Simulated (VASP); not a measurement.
# Al2O (P4_2/mmc) in VASP: further runs, part 2 of 2

VASP 6.6.1. The steps go on from the part before.

## (3) Single point, PBE

This run uses another cell than the first one, of 18.10 Å³/atom, 1.252 times its volume.

The input, INCAR:

```
  PREC = Accurate
  ENCUT = 520
  EDIFF = 1E-6
  ISMEAR = 0
  SIGMA = 0.1
  LREAL = False
  LASPH = True
  NELM = 60
  ALGO = Normal
  ISIF = 2
  LWAVE = False
  LCHARG = False
  GGA = PE
  NBANDS = 21
```

The input, KPOINTS:

```
Automatic mesh
0
Gamma
  4 4 4
```

The input, POSCAR:

```
Al2O
1.0
    3.4122220129      0.0000000000      0.0000000000
    0.0000000000      3.4122220129      0.0000000000
    0.0000000000      0.0000000000      9.3260798448
Al O
4 2
Direct
    0.0000000000      0.0000000000      0.2500000000
    0.0000000000      0.0000000000      0.7500000000
    0.0000000000      0.5000000000      0.5000000000
    0.5000000000      0.0000000000      0.0000000000
    0.5000000000      0.5000000000      0.0000000000
    0.5000000000      0.5000000000      0.5000000000
```

Potentials or basis: VASP PAW PBE potentials, release 64 (Al, O).

Started as:

```console
$ cat potpaw_PBE.64/Al/POTCAR potpaw_PBE.64/O/POTCAR > POTCAR
$ mpirun -np 1 vasp_std > vasp.out
```

OUTCAR:

```text
PREC = Accurate
   ENCUT = 520
   EDIFF = 1E-6
   ISMEAR = 0
   LREAL = False
   LASPH = True
   NELM = 60
   ISIF = 2
   GGA = PE

 ion  position               nearest neighbor table
   1  0.000  0.000  0.250-   3 2.89   4 2.89   3 2.89   4 2.89
   2  0.000  0.000  0.750-   3 2.89   4 2.89   3 2.89   4 2.89
   3  0.000  0.500  0.500-   6 1.71   6 1.71   1 2.89   1 2.89   2 2.89   2 2.89
   4  0.500  0.000  0.000-   5 1.71   5 1.71   1 2.89   2 2.89   1 2.89   2 2.89
   5  0.500  0.500  0.000-   4 1.71   4 1.71
   6  0.500  0.500  0.500-   3 1.71   3 1.71

  LATTYP: Found a simple tetragonal cell.
 ALAT       =     3.4122220129
 C/A-ratio  =     2.7331398161

  Lattice vectors:

 A1 = (   3.4122220129,   0.0000000000,   0.0000000000)
 A2 = (   0.0000000000,   3.4122220129,   0.0000000000)
 A3 = (   0.0000000000,   0.0000000000,   9.3260798448)

Analysis of symmetry for initial positions (statically):
=====================================================================
 Subroutine PRICEL returns:
 Original cell was already a primitive cell.

 Routine SETGRP: Setting up the symmetry group for a
[... 175 lines left out ...]
 cond. band min:       4.1697818698   @ k =   0.5000   0.5000   0.2500
 fundamental gap:      0.0342608293
 Fermi energy:         4.1632272914

 k-point     1 :       0.0000    0.0000    0.0000
  band No.  band energies     occupation
      1     -14.8870      2.00000
      2     -14.8702      2.00000
      3      -2.9012      2.00000
      4      -2.4141      2.00000
      5      -1.6849      2.00000
      6      -1.6849      2.00000
[... 421 lines left out ...]
     20       8.8338      0.00000
     21       9.2732      0.00000

------------------------ aborting loop because EDIFF is reached ----------------------------------------

  FORCE on cell =-STRESS in cart. coord.  units (eV):
  Direction    XX          YY          ZZ          XY          YZ          ZX
  --------------------------------------------------------------------------------------
  -------------------------------------------------------------------------------------
  Total        0.0448093      0.0448093      0.0790855     -0.0000000      0.0000000      0.0000000
  in kB        0.6611578      0.6611578      1.1669000     -0.0000000      0.0000000      0.0000000
  external PRESSURE =       0.8297385 kB  Pullay stress =       0.0000000 kB

 VOLUME and BASIS-vectors are now :
 -----------------------------------------------------------------------------
  energy-cutoff  :      520.00
  volume of cell :      108.59
      direct lattice vectors                 reciprocal lattice vectors
     3.412222013  0.000000000  0.000000000     0.293064166  0.000000000  0.000000000
     0.000000000  3.412222013  0.000000000     0.000000000  0.293064166  0.000000000
     0.000000000  0.000000000  9.326079845     0.000000000  0.000000000  0.107226189

 POSITION                                       TOTAL-FORCE (eV/Angst)
 -----------------------------------------------------------------------------------
      0.00000      0.00000      2.33152         0.000000      0.000000      0.000000
      0.00000      0.00000      6.99456        -0.000000      0.000000      0.000000
      0.00000      1.70611      4.66304        -0.000000      0.000000      0.000000
      1.70611      0.00000      0.00000        -0.000000      0.000000      0.000000
      1.70611      1.70611      0.00000        -0.000000      0.000000      0.000000
      1.70611      1.70611      4.66304        -0.000000      0.000000      0.000000
 -----------------------------------------------------------------------------------
    total drift:                                0.000000      0.000000      0.000000

  FREE ENERGIE OF THE ION-ELECTRON SYSTEM (eV)
  ---------------------------------------------------
  free  energy   TOTEN  =       -29.0712837178 eV

  energy  without entropy=      -29.0533965356  energy(sigma->0) =      -29.06234013
```

OSZICAR:

```text
N       E                     dE             d eps       ncg     rms          rms(c)
DAV:   1     0.923000146790E+02    0.92300E+02   -0.10066E+04   756   0.949E+02
DAV:   2    -0.232945306484E+02   -0.11559E+03   -0.11012E+03   993   0.181E+02
DAV:   3    -0.348989552612E+02   -0.11604E+02   -0.11453E+02   881   0.609E+01
DAV:   4    -0.350292074283E+02   -0.13025E+00   -0.13020E+00   936   0.725E+00
DAV:   5    -0.350307352840E+02   -0.15279E-02   -0.15278E-02   916   0.812E-01    0.138E+01
DAV:   6    -0.292706732110E+02    0.57601E+01   -0.27507E+01   821   0.336E+01    0.611E+00
DAV:   7    -0.291341315147E+02    0.13654E+00   -0.20819E+00   831   0.906E+00    0.264E+00
DAV:   8    -0.290754782213E+02    0.58653E-01   -0.26101E-01   866   0.340E+00    0.604E-01
DAV:   9    -0.290711723075E+02    0.43059E-02   -0.25370E-02  1013   0.104E+00    0.195E-01
DAV:  10    -0.290712431136E+02   -0.70806E-04   -0.62715E-03   867   0.453E-01    0.878E-02
DAV:  11    -0.290712764072E+02   -0.33294E-04   -0.74505E-04   886   0.180E-01    0.454E-02
DAV:  12    -0.290712928704E+02   -0.16463E-04   -0.13851E-04   889   0.641E-02    0.316E-02
DAV:  13    -0.290712878671E+02    0.50033E-05   -0.12170E-04   918   0.684E-02    0.142E-02
DAV:  14    -0.290712838352E+02    0.40319E-05   -0.27286E-05   926   0.341E-02    0.341E-03
DAV:  15    -0.290712837178E+02    0.11744E-06   -0.18691E-06   691   0.856E-03
   1 F= -.29071284E+02 E0= -.29062340E+02  d E =-.178872E-01
```

stdout:

```text
POSCAR found type information on POSCAR AlO
 POSCAR found :  2 types and       6 ions
 scaLAPACK will be used
 LDA part: xc-table for (Slater+PW92), standard interpolation
 POSCAR, INCAR and KPOINTS ok, starting setup
 FFT: planning ... GRIDC
 FFT: planning ... GRID_SOFT
 FFT: planning ... GRID
 WAVECAR not read
 entering main loop
```

Run time: 29 s. Hardware: 1 thread of Intel Xeon Platinum 8559C (Emerald Rapids), shared host; peak memory 0.22 GiB.

Results:

```yaml
Free_energy: -29.0713 eV
Pressure: 0.1 GPa
Band_gap_on_the_k_mesh: zero (band 12 reaches 5.06 eV, above the bottom of band 13 at 3.43 eV)
```

Levels at points of the mesh, in eV from the Fermi level:
```
           k point  band 8  band 9  band 10  band 11  band 12  band 13  band 14  band 15  band 16  band 17
(0.00, 0.00, 0.00)   -3.48   -3.25    -3.25    -2.06     0.90     1.19     4.99     4.99     5.15     5.15
(0.50, 0.00, 0.00)   -3.78   -2.96    -2.83    -2.15     0.12     0.27     0.40     2.28     3.59     5.01
(0.50, 0.50, 0.00)   -3.41   -3.20    -1.74    -1.41    -0.73    -0.73     0.10     0.10     2.48     4.05
(0.00, 0.00, 0.50)   -4.18   -3.25    -3.25    -0.96    -0.96     3.69     3.69     5.01     5.01     5.15
(0.50, 0.00, 0.50)   -3.61   -3.45    -2.96    -1.65    -0.52     0.05     0.53     3.17     4.45     5.07
(0.50, 0.50, 0.50)   -3.54   -2.80    -2.80    -0.55    -0.55    -0.11    -0.11     0.41     0.41     4.63
```

Caveat: the k points lie up to 0.46 Å⁻¹ apart.
